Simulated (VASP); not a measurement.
# Ba (Im-3m) in VASP: further runs

The runs below take Ba through single point, with PBE.

All numbers are computed with VASP 6.6.1; they aren't measurements. Logs are shortened: lines on timing, memory, paths and dates and some standing lists are left out, and cuts for length are marked.

**1. The cell of the first run**

Symmetry: Im-3m, No. 229, cubic system. The conventional cell has a = 4.850 Å, b = 4.850 Å, c = 4.850 Å, α = 90.00°, β = 90.00°, γ = 90.00°. Ba (site symmetry m-3m) has 14 Ba at 4.20 to 4.85 Å within 5.5 Å.

**2. Single point, PBE (strain -0.030 along x and y, -0.030 along z)**

The input, INCAR:

```
SYSTEM = Ba
ALGO = Normal ; EDIFF = 1E-7
ENCUT = 520 ; GGA = PE
ISIF = 2 ; ISMEAR = 0
LASPH = .True. ; LCHARG = .True.
LELF = .True. ; LREAL = .False.
LVHAR = .True. ; LWAVE = .False.
NBANDS = 11 ; NELM = 60
PREC = Accurate ; SIGMA = 0.15
```

The input, KPOINTS:

```
k-points
0
Gamma
  14 14 14
  0 0 0
```

The input, POSCAR:

```
Ba
1.0
   -2.4250000000      2.4250000000      2.4250000000
    2.4250000000     -2.4250000000      2.4250000000
    2.4250000000      2.4250000000     -2.4250000000
Ba
1
Direct
    0.0000000000      0.0000000000      0.0000000000
```

Potentials or basis: VASP PAW PBE potentials, release 64 (Ba_sv).

On the command line:

```console
$ cat potpaw_PBE.64/Ba_sv/POTCAR > POTCAR
$ mpirun -np 1 vasp_std > vasp.out
```

OUTCAR:

```text
SYSTEM = Ba
   EDIFF = 1E-7
   ENCUT = 520
   GGA = PE
   ISIF = 2
   ISMEAR = 0
   LASPH = .True.
   LREAL = .False.
   NELM = 60
   PREC = Accurate

 ion  position               nearest neighbor table
   1  0.000  0.000  0.000-

  LATTYP: Found a body centered cubic cell.
 ALAT       =     4.8500000000

  Lattice vectors:

 A1 = (  -2.4250000000,   2.4250000000,   2.4250000000)
 A2 = (   2.4250000000,  -2.4250000000,   2.4250000000)
 A3 = (   2.4250000000,   2.4250000000,  -2.4250000000)

Analysis of symmetry for initial positions (statically):
=====================================================================
 Subroutine PRICEL returns:
 Original cell was already a primitive cell.

 Routine SETGRP: Setting up the symmetry group for a
 body centered cubic supercell.

 Subroutine GETGRP returns: Found 48 space group operations
 (whereof 48 operations were pure point group operations)
 out of a pool of 48 trial point group operations.

The static configuration has the point symmetry O_h .

Analysis of symmetry for dynamics (positions and initial velocities):
=====================================================================
 Subroutine PRICEL returns:
 Original cell was already a primitive cell.

 Routine SETGRP: Setting up the symmetry group for a
 body centered cubic supercell.

 Subroutine GETGRP returns: Found 48 space group operations
 (whereof 48 operations were pure point group operations)
 out of a pool of 48 trial point group operations.

The dynamic configuration has the point symmetry O_h .

 Subroutine INISYM returns: Found 48 space group operations
 (whereof 48 operations are pure point group operations),
 and found     1 'primitive' translations

----------------------------------------------------------------------------------------

                                     Primitive cell

  volume of cell :      57.0421

  direct lattice vectors                    reciprocal lattice vectors
    -2.425000000  2.425000000  2.425000000     0.000000000  0.206185567  0.206185567
     2.425000000 -2.425000000  2.425000000     0.206185567  0.000000000  0.206185567
     2.425000000  2.425000000 -2.425000000     0.206185567  0.206185567  0.000000000

  length of vectors
     4.200223208  4.200223208  4.200223208     0.291590425  0.291590425  0.291590425

  position of ions in fractional coordinates (direct lattice)
     0.000000000  0.000000000  0.000000000

  ion indices of the primitive-cell ions
   primitive index   ion index
                 1           1

----------------------------------------------------------------------------------------

 KPOINTS: k-points

Automatic generation of k-mesh.
 Grid dimensions read from file:
 generate k-points for:   14   14   14

 Generating k-lattice:

  Cartesian coordinates                     Fractional coordinates (reciprocal lattice)
     0.000000000  0.014727541  0.014727541     0.071428571  0.000000000  0.000000000
     0.014727541  0.000000000  0.014727541     0.000000000  0.071428571  0.000000000
     0.014727541  0.014727541  0.000000000     0.000000000  0.000000000  0.071428571

  Length of vectors
     0.020827888  0.020827888  0.020827888

  Shift w.r.t. Gamma in fractional coordinates (k-lattice)
     0.000000000  0.000000000  0.000000000

 Subroutine IBZKPT returns following result:
 ===========================================

 Found    104 irreducible k-points:

 Following reciprocal coordinates:
            Coordinates               Weight
  0.000000  0.000000  0.000000      1.000000
  0.071429  0.000000  0.000000     12.000000
  0.142857  0.000000  0.000000     12.000000
  0.214286  0.000000  0.000000     12.000000
  0.285714  0.000000  0.000000     12.000000
  0.357143  0.000000  0.000000     12.000000
[... 16 lines left out ...]
  0.285714  0.285714  0.000000     24.000000
  0.357143  0.285714  0.000000     24.000000
 [... further k-points ...]
   k-points           NKPTS =    104   k-points in BZ     NKDIM =    104   number of bands    NBANDS=     11
   number of dos      NEDOS =    301   number of ions     NIONS =      1
   total plane-waves  NPLWV =  32768
   dimension x,y,z NGX =    32 NGY =   32 NGZ =   32
   dimension x,y,z NGXF=    64 NGYF=   64 NGZF=   64
   ions per type =               1
   NGX,Y,Z   is equivalent  to a cutoff of  12.67, 12.67, 12.67 a.u.
   NGXF,Y,Z  is equivalent  to a cutoff of  25.33, 25.33, 25.33 a.u.
 SYSTEM =  Ba
   PREC   = accura    normal or accurate (medium, high low for compatibility)
   ISTART =      0    job   : 0-new  1-cont  2-samecut
   ICHARG =      2    charge: 1-file 2-atom 10-const
   ISPIN  =      1    spin polarized calculation?
   LNONCOLLINEAR =      F non collinear calculations
   LSORBIT =      F    spin-orbit coupling
   LASPH  =      T    aspherical Exc in radial PAW
   ENCUT  =  520.0 eV  38.22 Ry    6.18 a.u.   7.81  7.81  7.81*2*pi/ulx,y,z
   NELM   =     60;   NELMIN=  2; NELMDL= -5     # of ELM steps
   EDIFF  = 0.1E-06   stopping-criterion for ELM
   LREAL  =      F    real-space projection
   EDIFFG = 0.1E-05   stopping-criterion for IOM
   NSW    =      0    number of steps for IOM
   IBRION =     -1    ionic relax: 0-MD 1-quasi-New 2-CG
   NFREE  =      0    steps in history (QN), initial steepest desc. (CG)
   ISIF   =      2    stress and relaxation
   ISYM   =      2    0-nonsym 1-usesym 2-fastsym
   POTIM  = 0.5000    time-step for ionic-motion
   TEBEG  =    0.0;   TEEND  =   0.0 temperature during run
   PSTRESS=    0.0 pullay stress
   NELECT =      10.0000    total number of electrons
   NUPDOWN=      -1.0000    fix difference up-down
   EMIN   =  10.00;   EMAX   =-10.00  energy-range for DOS
   EFERMI =   0.00;   METHOD = LEGACY
   ISMEAR =     0;   SIGMA  =   0.15  broadening in eV -4-tet -1-fermi 0-gaus
   EFERMI_NEDOS =   21; number of points for ismear=-14 and -15
   IALGO  =     38    algorithm
   IMIX   =      4    mixing-type and parameters
     AMIX     =   0.40;   BMIX     =  1.00
     AMIX_MAG =   1.60;   BMIX_MAG =  1.00
  volume/ion in A,a.u.               =      57.04       384.94
  Fermi-wavevector in a.u.,A,eV,Ry     =   0.916241  1.731445 11.422060  0.839498
  Thomas-Fermi vector in A             =   2.041074
   LORBIT       =      0    0 simple, 1 ext, 2 COOP (PROOUT), +10 PAW based schemes
   GGA     = PE    functional components
   LHFCALC =     F    Hartree Fock is set to
   AEXX    =    0.0000 exact exchange contribution
   IVDW    =     0    specifies the selected vdW correction
   LEPSILON=     F    determine dielectric tensor
   LRPA    =     F    only Hartree local field effects (RPA)
 non-spin polarized calculation
 Gauss-broadening in eV      SIGMA  =   0.15
  energy-cutoff  :      520.00
  volume of cell :       57.04
 maximum number of plane-waves:      1566
   NGX = 15   NGY = 15   NGZ = 15

 number of electron      10.0000001 magnetization

 Free energy of the ion-electron system (eV)
  ---------------------------------------------------
  ext. energy  EPLUGINS =         0.00000000
  ---------------------------------------------------
  free energy    TOTEN  =        -1.89313805 eV

  energy without entropy =       -1.87983123  energy(sigma->0) =       -1.88648464

 E-fermi :   1.9822     XC(G=0):  -7.7330

 val. band max:        1.9623059134   @ k =   0.5000   0.5000   0.2857
 cond. band min:       2.0014632411   @ k =   0.3571   0.2857   0.0000
 fundamental gap:      0.0391573277
 Fermi energy:         1.9822203262

 k-point     1 :       0.0000    0.0000    0.0000
  band No.  band energies     occupation
      1     -26.7351      2.00000
      2     -11.6174      2.00000
      3     -11.6174      2.00000
      4     -11.6174      2.00000
      5      -0.7996      2.00000
      6       3.9313      0.00000
      7       3.9313      0.00000
      8       3.9313      0.00000
      9       5.4697      0.00000
     10       5.4697      0.00000
     11       9.2175      0.00000

 k-point     2 :       0.0714    0.0000    0.0000
  band No.  band energies     occupation
      1     -26.7318      2.00000
      2     -11.6516      2.00000
      3     -11.6276      2.00000
      4     -11.6177      2.00000
      5      -0.6911      2.00000
      6       3.8407      0.00000
      7       3.8869      0.00000
      8       4.0412      0.00000
      9       5.3115      0.00000
     10       5.4599      0.00000
     11       9.3456      0.00000

 k-point     3 :       0.1429    0.0000    0.0000
  band No.  band energies     occupation
      1     -26.7227      2.00000
      2     -11.7455      2.00000
      3     -11.6559      2.00000
      4     -11.6185      2.00000
      5      -0.3844      2.00000
      6       3.6117      0.00000
      7       3.6959      0.00000
      8       4.3665      0.00000
      9       5.1117      0.00000
     10       5.4508      0.00000
     11       9.6537      0.00000

 k-point     4 :       0.2143    0.0000    0.0000
  band No.  band energies     occupation
      1     -26.7093      2.00000
      2     -11.8764      2.00000
      3     -11.6964      2.00000
      4     -11.6197      2.00000
      5       0.0619      2.00000
      6       3.3284      0.00000
      7       3.3700      0.00000
      8       4.8944      0.00000
      9       5.1351      0.00000
     10       5.4836      0.00000
     11       9.8241      0.00000

 k-point     5 :       0.2857    0.0000    0.0000
  band No.  band energies     occupation
      1     -26.6945      2.00000
      2     -12.0159      2.00000
      3     -11.7406      2.00000
      4     -11.6211      2.00000
      5       0.5361      2.00000
      6       3.0591      0.00000
      7       3.1188      0.00000
      8       5.3072      0.00000
      9       5.5900      0.00000
     10       5.6011      0.00000
     11       9.4274      0.00000
[... 211 lines left out ...]
 k-point    21 :       0.2857    0.2143   -0.0000
  band No.  band energies     occupation
      1     -26.6683      2.00000
      2     -12.1415      2.00000
      3     -11.8773      2.00000
      4     -11.6819      2.00000
      5       1.5707      1.99990
      6       2.5529      0.00000
      7       2.9663      0.00000
      8       5.2882      0.00000
      9       6.0114      0.00000
     10       7.4900      0.00000
     11       8.7174      0.00000

 k-point    22 :       0.3571    0.2143    0.0000
  band No.  band energies     occupation
      1     -26.6632      2.00000
      2     -12.1586      2.00000
      3     -11.9180      2.00000
      4     -11.6856      2.00000
      5       1.6720      1.99655
      6       2.6160      0.00000
      7       2.9831      0.00000
      8       5.3673      0.00000
      9       6.0955      0.00000
     10       7.9167      0.00000
     11       8.3549      0.00000

 k-point    23 :       0.2857    0.2857    0.0000
  band No.  band energies     occupation
      1     -26.6625      2.00000
      2     -12.1242      2.00000
      3     -11.9567      2.00000
      4     -11.6929      2.00000
      5       1.8951      1.58871
      6       2.4899      0.00000
      7       2.8754      0.00000
      8       5.5083      0.00000
      9       5.9328      0.00000
     10       7.7509      0.00000
     11       8.4724      0.00000

 k-point    24 :       0.3571    0.2857    0.0000
  band No.  band energies     occupation
      1     -26.6604      2.00000
      2     -12.1002      2.00000
      3     -12.0036      2.00000
      4     -11.6962      2.00000
      5       2.0015      0.85603
      6       2.5734      0.00000
      7       2.7501      0.00000
      8       5.6294      0.00000
      9       5.9652      0.00000
     10       7.4038      0.00000
     11       8.9060      0.00000

 [... further k-points ...]

------------------------ aborting loop because EDIFF is reached ----------------------------------------

  FORCE on cell =-STRESS in cart. coord.  units (eV):
  Direction    XX          YY          ZZ          XY          YZ          ZX
  --------------------------------------------------------------------------------------
  -------------------------------------------------------------------------------------
  Total        0.4029763      0.4029763      0.4029763     -0.0000000      0.0000000     -0.0000000
  in kB       11.3186575     11.3186575     11.3186575     -0.0000000      0.0000000     -0.0000000
  external PRESSURE =      11.3186575 kB  Pullay stress =       0.0000000 kB

 VOLUME and BASIS-vectors are now :
 -----------------------------------------------------------------------------
  energy-cutoff  :      520.00
  volume of cell :       57.04
      direct lattice vectors                 reciprocal lattice vectors
    -2.425000000  2.425000000  2.425000000     0.000000000  0.206185567  0.206185567
     2.425000000 -2.425000000  2.425000000     0.206185567  0.000000000  0.206185567
     2.425000000  2.425000000 -2.425000000     0.206185567  0.206185567  0.000000000

 POSITION                                       TOTAL-FORCE (eV/Angst)
 -----------------------------------------------------------------------------------
      0.00000      0.00000      0.00000         0.000000      0.000000     -0.000000
 -----------------------------------------------------------------------------------
    total drift:                               -0.000000      0.000000      0.000000

  FREE ENERGIE OF THE ION-ELECTRON SYSTEM (eV)
  ---------------------------------------------------
  free  energy   TOTEN  =        -1.8931380533 eV

  energy  without entropy=       -1.8798312337  energy(sigma->0) =       -1.88648464
```

Wall time 20 s (1 thread of Intel Xeon 6975P-C (Granite Rapids), shared host); peak memory 0.21 GiB.

Results:

```
Free energy            : -1.8931 eV
Pressure               : 1.1 GPa
Band gap on the k mesh : zero (bands 5 and 6 overlap by 1.22 eV)
```

Levels at points of the mesh, in eV from the Fermi level:
| k point | band 2 | band 3 | band 4 | band 5 | band 6 | band 7 | band 8 | band 9 |
| --- | --- | --- | --- | --- | --- | --- | --- | --- |
| (0.00, 0.00, 0.00) | -13.60 | -13.60 | -13.60 | -2.78 | 1.95 | 1.95 | 1.95 | 3.49 |
| (0.50, 0.00, 0.00) | -14.23 | -13.80 | -13.61 | -0.95 | 0.68 | 1.59 | 3.50 | 4.13 |
| (0.50, 0.50, 0.50) | -14.03 | -14.03 | -14.03 | -0.69 | -0.69 | 4.88 | 4.88 | 4.88 |

Caveat: the cell differs from its parent crystal (strain -0.030 along x and y, -0.030 along z); spin-orbit coupling is left out, which moves the levels of the heavy elements.

**3. Single point, PBE (strain +0.015 along x and y, +0.015 along z)**

The input, INCAR:

```
SYSTEM = Ba
ALGO = Fast
EDIFF = 1E-6
ENCUT = 520
GGA = PE
ISIF = 2
ISMEAR = 0
LASPH = .True.
LCHARG = .False.
LREAL = .False.
LWAVE = .False.
NBANDS = 11
NELM = 80
PREC = Accurate
SIGMA = 0.15
```

KPOINTS is that of step 2.

The input, POSCAR:

```
Ba
1.0
   -2.5375000000      2.5375000000      2.5375000000
    2.5375000000     -2.5375000000      2.5375000000
    2.5375000000      2.5375000000     -2.5375000000
Ba
1
Direct
    0.0000000000      0.0000000000      0.0000000000
```

Potentials or basis: VASP PAW PBE potentials, release 64 (Ba_sv).

On the command line:

```console
$ cat potpaw_PBE.64/Ba_sv/POTCAR > POTCAR
$ mpirun -np 1 vasp_std > vasp.out
```

It took 35 s on 1 thread of Intel Xeon 6975P-C (Granite Rapids), shared host; peak memory 0.25 GiB.

Results (log left out):

```
Free energy            : -1.9137 eV
Pressure               : -0.2 GPa
Band gap on the k mesh : zero (bands 5 and 6 overlap by 0.88 eV)
```

Levels at points of the mesh, in eV from the Fermi level:
```
           k point  band 1  band 2  band 3  band 4  band 5  band 6  band 7  band 8  band 9  band 10
(0.00, 0.00, 0.00)  -28.95  -13.92  -13.92  -13.92   -2.73    1.79    1.79    1.79    3.14     3.14
(0.50, 0.00, 0.00)  -28.91  -14.32  -14.05  -13.92   -0.87    0.70    1.14    3.10    3.66     5.03
(0.50, 0.50, 0.50)  -28.88  -14.20  -14.20  -14.20   -0.49   -0.49    4.18    4.18    4.18     4.57
```

Caveat: the cell differs from its parent crystal (strain +0.015 along x and y, +0.015 along z); spin-orbit coupling is left out, which moves the levels of the heavy elements.

**4. Single point, PBE (strain +0.030 along x and y, +0.030 along z)**

The input, INCAR:

```
  PREC = Accurate
  ENCUT = 520
  EDIFF = 1E-6
  ISMEAR = 0
  SIGMA = 0.15
  LREAL = False
  LASPH = True
  NELM = 80
  ALGO = Normal
  ISIF = 2
  LWAVE = False
  LCHARG = False
  GGA = PE
  NBANDS = 11
```

The input, KPOINTS:

```
Automatic mesh
0
Gamma
  14 14 14
```

The input, POSCAR:

```
Ba
1.0
   -2.5750000000      2.5750000000      2.5750000000
    2.5750000000     -2.5750000000      2.5750000000
    2.5750000000      2.5750000000     -2.5750000000
Ba
1
Direct
    0.0000000000      0.0000000000      0.0000000000
```

Potentials or basis: VASP PAW PBE potentials, release 64 (Ba_sv).

On the command line:

```console
$ cat potpaw_PBE.64/Ba_sv/POTCAR > POTCAR
$ mpirun -np 1 vasp_std > vasp.out
```

OUTCAR:

```text
PREC = Accurate
   ENCUT = 520
   EDIFF = 1E-6
   ISMEAR = 0
   LREAL = False
   LASPH = True
   NELM = 80
   ISIF = 2
   GGA = PE

 ion  position               nearest neighbor table
   1  0.000  0.000  0.000-

  LATTYP: Found a body centered cubic cell.
 ALAT       =     5.1500000000

  Lattice vectors:

 A1 = (  -2.5750000000,   2.5750000000,   2.5750000000)
 A2 = (   2.5750000000,  -2.5750000000,   2.5750000000)
[... 517 lines left out ...]
     10       5.7390      0.00000
     11       7.1349      0.00000

 [... further k-points ...]

------------------------ aborting loop because EDIFF is reached ----------------------------------------

  FORCE on cell =-STRESS in cart. coord.  units (eV):
  Direction    XX          YY          ZZ          XY          YZ          ZX
  --------------------------------------------------------------------------------------
  -------------------------------------------------------------------------------------
  Total       -0.2377819     -0.2377819     -0.2377819      0.0000000      0.0000000      0.0000000
  in kB       -5.5782469     -5.5782469     -5.5782469      0.0000000      0.0000000      0.0000000
  external PRESSURE =      -5.5782469 kB  Pullay stress =       0.0000000 kB

 VOLUME and BASIS-vectors are now :
 -----------------------------------------------------------------------------
  energy-cutoff  :      520.00
  volume of cell :       68.30
      direct lattice vectors                 reciprocal lattice vectors
    -2.575000000  2.575000000  2.575000000     0.000000000  0.194174757  0.194174757
     2.575000000 -2.575000000  2.575000000     0.194174757  0.000000000  0.194174757
     2.575000000  2.575000000 -2.575000000     0.194174757  0.194174757  0.000000000

 POSITION                                       TOTAL-FORCE (eV/Angst)
 -----------------------------------------------------------------------------------
      0.00000      0.00000      0.00000         0.000000      0.000000      0.000000
 -----------------------------------------------------------------------------------
    total drift:                               -0.000000      0.000000      0.000000

  FREE ENERGIE OF THE ION-ELECTRON SYSTEM (eV)
  ---------------------------------------------------
  free  energy   TOTEN  =        -1.9065201371 eV

  energy  without entropy=       -1.8924794639  energy(sigma->0) =       -1.89949980
```

Wall time 28 s (1 thread of Intel Xeon 6975P-C (Granite Rapids), shared host); peak memory 0.24 GiB.

What came out:

```yaml
Free_energy: -1.9065 eV
Pressure: -0.6 GPa
Band_gap_on_the_k_mesh: zero (bands 5 and 6 overlap by 0.80 eV)
```

Levels at points of the mesh, in eV from the Fermi level:
```tsv
k point	band 3	band 4	band 5	band 6	band 7	band 8
(0.00, 0.00, 0.00)	-14.02	-14.02	-2.71	1.74	1.74	1.74
(0.50, 0.00, 0.00)	-14.13	-14.02	-0.84	0.69	1.02	2.97
(0.50, 0.50, 0.50)	-14.27	-14.27	-0.44	-0.44	3.98	3.98
```

Caveat: the cell differs from its parent crystal (strain +0.030 along x and y, +0.030 along z); spin-orbit coupling is left out, which moves the levels of the heavy elements.

**5. Summary**

| cell | gap on the mesh (eV) | pressure (GPa) |
| --- | --- | --- |
| a = 4.200 Å, angles 109.5°, 1 atom | none | 1.1 |
| a = 4.395 Å, angles 109.5°, 1 atom | none | -0.2 |
| a = 4.460 Å, angles 109.5°, 1 atom | none | -0.6 |

Alike in all rows: task single point; level PBE; potentials or basis VASP PAW PBE potentials, release 64 (Ba_sv); no spin polarisation; k mesh 14 × 14 × 14; cutoff (eV) 520; smearing gaussian 0.15 eV.

Caveats: spin-orbit coupling is left out, which moves the levels of the heavy elements.

Total energies depend on the potentials used, so only differences within one code and one set of settings carry meaning.

The gap in the log of VASP goes by the Fermi energy; the results here count the filled bands.